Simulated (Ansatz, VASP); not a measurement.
**One calculation of Ru, two programs**

File INCAR:

```
  ALGO = Fast
  EDIFF = 1E-7
  ENCUT = 520
  GGA = PE
  ISIF = 2
  ISMEAR = 0
  LASPH = T
  LCHARG = F
  LREAL = F
  LWAVE = F
  NBANDS = 13
  NELM = 80
  PREC = Accurate
  SIGMA = 0.1
```

The input KPOINTS:

```
k-points
0
Gamma
  8 8 8
```

File POSCAR:

```
Ru
1.0
    0.0000000000      1.8956891339      1.8956891339
    1.8956891339      0.0000000000      1.8956891339
    1.8956891339      1.8956891339      0.0000000000
Ru
1
Direct
    0.0000000000      0.0000000000      0.0000000000
```

Input for Ansatz:

```yaml
crystal:
  lattice:
    - [0.0, 1.8956891339, 1.8956891339]
    - [1.8956891339, 0.0, 1.8956891339]
    - [1.8956891339, 1.8956891339, 0.0]
  atoms:
    - { symbol: Ru, position: [0.0, 0.0, 0.0] }
basis:
  ecutwfc: 420
kpoints:
  mp_grid: { grid: [8, 8, 8] }
hamiltonian:
  xc: pbe
scf:
  occupations: { method: gaussian, width: 0.1 }
  lower_state_search: "off"
output:
  forces: true
  stress: true
  eigenvalues: true
```

Alike in both runs: task single point; functional PBE; k mesh 8 × 8 × 8; occupations gaussian, width 0.1 eV; no spin polarisation.

```csv
,VASP,Ansatz
version,VASP 6.6.1,Ansatz 0.2.0
potentials or method,"VASP PAW PBE potentials, release 64 (Ru_pv), cutoff 520 eV","scalar-relativistic, plane waves, PAW"
valence electrons in the cell,14,16
```

```csv
,VASP,Ansatz,Ansatz less VASP
gap on the k mesh at the Fermi level (eV),none,none,-
pressure (GPa),3.8,3.9,+0.10
```

A gap of «none» marks a metal or a gap that the smearing closes. VASP's potentials hold 14 valence electrons a cell and Ansatz's 16, so a difference there can come from the potentials and not from the codes.
